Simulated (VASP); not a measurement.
# Si16O (a cell with a defect) in VASP: a series of runs

Runs on Si16O (a cell with a defect). Level: LDA. Tasks: single point.

Program: VASP 6.6.1. These are calculated values, not measurements. Logs are shortened: lines on timing, memory, paths and dates and some standing lists are left out, and cuts for length are marked.

### Step 1. The cell of the first run

The cell holds a defect, 17 atoms: a = 7.679 Å, b = 7.679 Å, c = 7.679 Å, α = 60.00°, β = 60.00°, γ = 60.00°.

### Step 2. Single point, LDA, collinear spin, ferromagnetic start

Input file INCAR:

```
  ALGO = Normal
  EDIFF = 1E-6
  ENCUT = 520
  ISIF = 2
  ISMEAR = -1
  ISPIN = 2
  LASPH = True
  LCHARG = False
  LORBIT = 11
  LREAL = Auto
  LWAVE = False
  MAGMOM = 0 0 0 0 0 0 0 0 0 0 0 0 0 0 0 0 1
  NBANDS = 53
  NELM = 150
  PREC = Accurate
  SIGMA = 0.02
```

Input file KPOINTS:

```
k-points
0
Gamma
  2 2 2
```

Input file POSCAR:

```
Si16O
1.0
    0.0000000000      5.4300000000      5.4300000000
    5.4300000000      0.0000000000      5.4300000000
    5.4300000000      5.4300000000      0.0000000000
Si O
16 1
Direct
   -0.0210957643     -0.0031767956      0.0656261510
    0.0693738490      0.1445488029      0.1824677716
   -0.0393646409      0.0030110497      0.5595119705
    0.0286740331      0.2157642726      0.6479926335
    0.0605985267      0.4897697974     -0.0289594843
    0.1935451197      0.5393830571      0.1705985267
   -0.0905432781      0.5941160221      0.4858471455
    0.1436372007      0.6479650092      0.6144843462
    0.4664548803     -0.0178913444      0.0308747698
    0.6099171271      0.0815377532      0.1352762431
    0.4082412523      0.0630110497      0.5096777164
    0.6074861878      0.1046500921      0.6407642726
    0.5914272560      0.4409116022     -0.0415193370
    0.6682688766      0.5874953959      0.1294475138
    0.5292817680      0.4602762431      0.4764088398
    0.5279650092      0.6596961326      0.6438397790
    1.1771454880      0.8032780847      0.0175322284
```

Potentials or basis: VASP PAW LDA potentials, release 64 (Si, O).

Started as:

```bash
> cat potpaw_LDA.64/Si/POTCAR potpaw_LDA.64/O/POTCAR > POTCAR
> mpirun -np 1 vasp_std > vasp.out
```

OUTCAR:

```text
EDIFF = 1E-6
   ENCUT = 520
   ISIF = 2
   ISMEAR = -1
   ISPIN = 2
   LASPH = True
   LORBIT = 11
   LREAL = Auto
   NELM = 150
   PREC = Accurate

 ion  position               nearest neighbor table
   1  0.979  0.997  0.066-  17 1.54   2 2.24  10 2.39   4 2.70   6 2.90
   2  0.069  0.145  0.182-   1 2.24   5 2.30   3 2.37   9 2.51
   3  0.961  0.003  0.560-  12 2.24   8 2.28   2 2.37   4 2.39
   4  0.029  0.216  0.648-   7 2.39   3 2.39  11 2.39   1 2.70
   5  0.061  0.490  0.971-   8 2.25   2 2.30   6 2.46  14 2.47
   6  0.194  0.539  0.171-  17 1.74   7 2.37   5 2.46  13 2.55   1 2.90
   7  0.909  0.594  0.486-   6 2.37   4 2.39  16 2.43   8 2.70
   8  0.144  0.648  0.614-   5 2.25   3 2.28  15 2.47   7 2.70  16 3.12
   9  0.466  0.982  0.031-  10 2.19  12 2.45   2 2.51  14 2.52
  10  0.610  0.082  0.135-   9 2.19  13 2.35   1 2.39  11 2.46
  11  0.408  0.063  0.510-   4 2.39  12 2.41  10 2.46  16 2.53
  12  0.607  0.105  0.641-   3 2.24  15 2.25  11 2.41   9 2.45
  13  0.591  0.441  0.958-  16 2.28  10 2.35  14 2.50   6 2.55
  14  0.668  0.587  0.129-  15 2.19   5 2.47  13 2.50   9 2.52
  15  0.529  0.460  0.476-  14 2.19  12 2.25  16 2.44   8 2.47
  16  0.528  0.660  0.644-  13 2.28   7 2.43  15 2.44  11 2.53   8 3.12
  17  0.177  0.803  0.018-   1 1.54   6 1.74

  LATTYP: Found a face centered cubic cell.
 ALAT       =    10.8600000000

  Lattice vectors:

 A1 = (   0.0000000000,   5.4300000000,   5.4300000000)
 A2 = (   5.4300000000,   0.0000000000,   5.4300000000)
 A3 = (   5.4300000000,   5.4300000000,   0.0000000000)

Analysis of symmetry for initial positions (statically):
=====================================================================
 Subroutine PRICEL returns:
 Original cell was already a primitive cell.

 Routine SETGRP: Setting up the symmetry group for a
 face centered cubic supercell.

 Subroutine GETGRP returns: Found  1 space group operations
 (whereof  1 operations were pure point group operations)
 out of a pool of 48 trial point group operations.

The static configuration has the point symmetry C_1 .

Analysis of symmetry for dynamics (positions and initial velocities):
=====================================================================
 Subroutine PRICEL returns:
 Original cell was already a primitive cell.

 Routine SETGRP: Setting up the symmetry group for a
 face centered cubic supercell.

 Subroutine GETGRP returns: Found  1 space group operations
 (whereof  1 operations were pure point group operations)
 out of a pool of 48 trial point group operations.

The dynamic configuration has the point symmetry C_1 .

Analysis of structural, dynamic, and magnetic symmetry:
[... 169 lines left out ...]
  ---------------------------------------------------
  free energy    TOTEN  =       -98.54698578 eV

  energy without entropy =      -98.53979433  energy(sigma->0) =      -98.54339006

 E-fermi :   6.1730     XC(G=0):  -9.8081

 val. band max:        6.1658166341   @ k =   0.0000   0.5000   0.0000
 cond. band min:       6.1816019516   @ k =   0.0000   0.0000   0.0000
 fundamental gap:      0.0157853176
 Fermi energy:         6.1730404400

 spin component 1

 k-point     1 :       0.0000    0.0000    0.0000
  band No.  band energies     occupation
      1     -14.5821      1.00000
      2      -5.9212      1.00000
      3      -4.2907      1.00000
      4      -3.7510      1.00000
      5      -3.5003      1.00000
      6      -3.4080      1.00000
[... 389 lines left out ...]
     46       9.7189      0.00000
     47       9.8631      0.00000
 Fermi energy:         6.1730404400

 spin component 2

 k-point     1 :       0.0000    0.0000    0.0000
  band No.  band energies     occupation
      1     -14.5821      1.00000
      2      -5.9212      1.00000
      3      -4.2907      1.00000
      4      -3.7510      1.00000
      5      -3.5003      1.00000
      6      -3.4080      1.00000
[... 389 lines left out ...]
     46       9.7189      0.00000
     47       9.8631      0.00000
 [bands above 47 left out]

------------------------ aborting loop because EDIFF is reached ----------------------------------------

  FORCE on cell =-STRESS in cart. coord.  units (eV):
  Direction    XX          YY          ZZ          XY          YZ          ZX
  --------------------------------------------------------------------------------------
  -------------------------------------------------------------------------------------
  Total       -0.9374234     -4.3260055     -1.5913763     -0.7749062     -3.1753045      3.2234543
  in kB       -4.6904759    -21.6455272     -7.9625834     -3.8773073    -15.8878992     16.1288209
  external PRESSURE =     -11.4328622 kB  Pullay stress =       0.0000000 kB

 VOLUME and BASIS-vectors are now :
 -----------------------------------------------------------------------------
  energy-cutoff  :      520.00
  volume of cell :      320.21
      direct lattice vectors                 reciprocal lattice vectors
     0.000000000  5.430000000  5.430000000    -0.092081031  0.092081031  0.092081031
     5.430000000  0.000000000  5.430000000     0.092081031 -0.092081031  0.092081031
     5.430000000  5.430000000  0.000000000     0.092081031  0.092081031 -0.092081031

 POSITION                                       TOTAL-FORCE (eV/Angst)
 -----------------------------------------------------------------------------------
      5.76910      5.67180     10.72820         1.924740     -3.674177      0.069129
      1.77570      1.36750      1.16160        -0.633067      1.087662      0.950714
      3.05450      8.25440      5.23260         0.092415      0.052637      1.437652
      4.69020      3.67430      1.32730         0.303078      1.022328     -0.456620
      7.93220      5.60180      2.98850         1.770196      0.581588     -0.984906
      3.85520      1.97730      3.97980        -0.603081     -1.151298      0.877533
[... 9 lines left out ...]
      7.07820      6.36290      6.44900        -0.384692     -0.530460      1.006487
      4.45700      1.05710      5.32370        -2.923334      1.923116     -0.416813
 -----------------------------------------------------------------------------------
    total drift:                                0.002201     -0.003332      0.001805

  FREE ENERGIE OF THE ION-ELECTRON SYSTEM (eV)
  ---------------------------------------------------
  free  energy   TOTEN  =       -98.5469857816 eV

  energy  without entropy=      -98.5397943328  energy(sigma->0) =      -98.54339006

 total charge

# of ion       s       p       d       tot
------------------------------------------
    1        0.764   0.953   0.000   1.717
    2        0.765   0.951   0.000   1.716
    3        0.760   0.955   0.000   1.716
    4        0.783   0.864   0.000   1.647
    5        0.764   0.934   0.000   1.698
    6        0.788   0.822   0.000   1.610
[... 9 lines left out ...]
   16        0.780   0.873   0.000   1.652
   17        1.570   3.613   0.000   5.183
--------------------------------------------------
tot         13.897  18.118   0.000  32.015

 magnetization (x)

# of ion       s       p       d       tot
------------------------------------------
    1       -0.000  -0.000   0.000  -0.000
    2        0.000   0.000   0.000   0.000
    3        0.000   0.000   0.000   0.000
    4        0.000   0.000   0.000   0.000
    5        0.000   0.000   0.000   0.000
    6       -0.000  -0.000   0.000  -0.000
[... 9 lines left out ...]
   16        0.000  -0.000   0.000  -0.000
   17       -0.000   0.000   0.000   0.000
--------------------------------------------------
tot         -0.000   0.000   0.000   0.000
```

Wall time 13 min (1 thread of Intel Xeon 6975P-C, shared host); peak memory 0.49 GiB.

What came out:

```yaml
Free_energy: -98.5470 eV
Pressure: -1.1 GPa
Largest_force: 4.148 eV/Å
Band_gap_on_the_k_mesh: 0.02 eV
Net_moment: 0.00 μB per cell
Valence_electrons_inside_the_program's_atomic_spheres: Si 1.72, 1.65, 1.70, 1.61, 1.64, 1.66, 1.68, 1.71, 1.63; O 5.18
```

Forces on the atoms (eV/Å):
```
Si   1.925 -3.674  0.069
Si  -0.633  1.088  0.951
Si   0.092  0.053  1.438
Si   0.303  1.022 -0.457
Si   1.770  0.582 -0.985
Si  -0.603 -1.151  0.878
Si  -0.044  1.210  0.380
Si  -1.703 -0.598 -0.673
Si  -1.351 -1.002 -1.456
Si   1.413  1.670  1.192
Si  -1.004  0.619 -0.371
Si   0.582 -0.253 -1.852
Si   1.292  0.831 -0.873
Si  -1.246 -1.874  1.708
Si   2.514  0.087 -0.537
Si  -0.385 -0.530  1.006
O   -2.923  1.923 -0.417
```

Stress tensor (GPa, compression positive):
```
-0.47 -0.39  1.61
-0.39 -2.16 -1.59
 1.61 -1.59 -0.80
```

Caveat: the k points lie up to 0.50 Å⁻¹ apart.

### Step 3. Single point, LDA, collinear spin, ferromagnetic start

Input file INCAR:

```
SYSTEM = Si16O
ALGO = Normal
EDIFF = 1E-6
ENCUT = 520
ISIF = 2
ISMEAR = -1
ISPIN = 2
LASPH = .True.
LCHARG = .False.
LORBIT = 11
LREAL = Auto
LWAVE = .False.
MAGMOM = 0 0 0 0 0 0 0 0 0 0 0 0 0 0 0 0 1
NBANDS = 53
NELM = 150
PREC = Accurate
SIGMA = 0.02
```

Input file KPOINTS:

```
k-points
0
Gamma
  2 2 2
  0 0 0
```

Input file POSCAR:

```
Si16O
1.0
    0.0000000000      5.4300000000      5.4300000000
    5.4300000000      0.0000000000      5.4300000000
    5.4300000000      5.4300000000      0.0000000000
Si O
16 1
Direct
   -0.0263627993      0.0886832413     -0.0224217311
    0.1354051565      0.1282044199      0.1472283610
   -0.0717955801     -0.0069889503      0.5423296501
    0.0583057090      0.1554511971      0.6395948435
    0.0266298343      0.5059668508      0.0169429098
    0.1352486188      0.6174401473      0.1534254144
   -0.0238674033      0.5228360958      0.5072559853
    0.1530294659      0.5668968692      0.6625506446
    0.4780110497     -0.0116022099     -0.0132965009
    0.6230386740      0.1021731123      0.1244383057
    0.4060128913      0.0082412523      0.4972467772
    0.5538858195      0.1148987109      0.6303314917
    0.5548158379      0.4565285451      0.0308011050
    0.6393830571      0.6257182320      0.1343922652
    0.5049079190      0.4821086556      0.5140239411
    0.6116758748      0.6361878453      0.6629465930
    1.1693554328      0.8353591160      0.0079926335
```

Potentials or basis: VASP PAW LDA potentials, release 64 (Si, O).

Started as:

```bash
> cat potpaw_LDA.64/Si/POTCAR potpaw_LDA.64/O/POTCAR > POTCAR
> mpirun -np 1 vasp_std > vasp.out
```

Run time: 13 min. Hardware: 1 thread of Intel Xeon 6975P-C, shared host; peak memory 0.49 GiB.

It converged, with:

```
Free energy                                           : -99.1544 eV
Pressure                                              : 1.3 GPa
Largest force                                         : 3.768 eV/Å
Band gap on the k mesh                                : 0.48 eV
Net moment                                            : 0.00 μB per cell
Valence electrons inside the program's atomic spheres : Si 1.69, 1.70, 1.61, 1.76, 1.74, 1.73, 1.68, 1.72, 1.65; O 5.18
```

Forces on the atoms (eV/Å):
```
Si   0.515  2.428 -0.929
Si   2.234 -1.187 -1.582
Si  -1.191  0.868  0.920
Si  -0.714 -2.671 -0.439
Si   0.055 -0.250 -1.415
Si  -2.145  2.141 -1.175
Si   0.754  0.937  0.145
Si   1.176 -2.587  0.175
Si   0.208  1.502  0.911
Si  -0.435 -0.099 -1.178
Si  -1.085  2.237  1.473
Si  -0.833 -0.451  0.820
Si   0.387 -1.602 -0.837
Si  -0.116  1.062  0.044
Si   0.106  0.996  1.265
Si  -0.529 -1.414 -1.016
O    1.613 -1.909  2.820
```

Stress tensor (GPa, compression positive):
```
 2.14  0.12 -0.71
 0.12 -0.48 -2.59
-0.71 -2.59  2.12
```

Levels at points of the mesh, in eV from the valence-band top:
Spin up:
| k point | band 32 | band 33 | band 34 | band 35 | band 36 | band 37 | band 38 | band 39 |
| --- | --- | --- | --- | --- | --- | --- | --- | --- |
| (0.00, 0.00, 0.00) | -0.68 | -0.39 | -0.13 | -0.01 | 0.48 | 0.54 | 0.76 | 0.99 |
| (0.50, 0.00, 0.00) | -0.90 | -0.63 | -0.45 | -0.25 | 0.84 | 0.96 | 1.39 | 1.75 |
| (0.00, 0.50, 0.00) | -0.97 | -0.54 | -0.24 | -0.09 | 0.70 | 1.12 | 1.20 | 1.45 |
| (0.00, 0.00, 0.50) | -1.35 | -0.77 | -0.43 | 0.00 | 0.95 | 1.11 | 1.31 | 1.55 |
| (0.50, 0.50, 0.50) | -1.05 | -0.71 | -0.58 | -0.11 | 0.67 | 0.81 | 1.32 | 1.42 |
| (0.50, 0.50, 0.00) | -1.30 | -1.06 | -0.68 | -0.37 | 0.98 | 1.16 | 1.83 | 2.06 |
| (0.00, 0.50, 0.50) | -1.07 | -0.79 | -0.60 | -0.30 | 1.23 | 1.41 | 1.67 | 2.08 |
| (0.50, 0.00, 0.50) | -1.20 | -0.93 | -0.74 | -0.48 | 0.99 | 1.18 | 1.80 | 2.06 |
Spin down:
```csv
k point,band 31,band 32,band 33,band 34,band 35,band 36,band 37,band 38,band 39,band 40
"(0.00, 0.00, 0.00)",-0.73,-0.68,-0.39,-0.13,-0.01,0.48,0.54,0.76,0.99,1.13
"(0.50, 0.00, 0.00)",-1.22,-0.90,-0.63,-0.45,-0.25,0.84,0.96,1.39,1.75,1.99
"(0.00, 0.50, 0.00)",-1.32,-0.97,-0.54,-0.24,-0.09,0.70,1.12,1.20,1.45,1.56
"(0.00, 0.00, 0.50)",-1.49,-1.35,-0.77,-0.43,0.00,0.95,1.11,1.31,1.55,1.62
"(0.50, 0.50, 0.50)",-1.35,-1.05,-0.71,-0.58,-0.11,0.67,0.81,1.32,1.42,1.83
"(0.50, 0.50, 0.00)",-1.41,-1.30,-1.06,-0.68,-0.37,0.98,1.16,1.83,2.06,2.15
"(0.00, 0.50, 0.50)",-1.37,-1.07,-0.79,-0.60,-0.30,1.23,1.41,1.67,2.08,2.20
"(0.50, 0.00, 0.50)",-1.48,-1.20,-0.93,-0.74,-0.48,0.99,1.18,1.80,2.06,2.36
```

Caveat: the k points lie up to 0.50 Å⁻¹ apart.
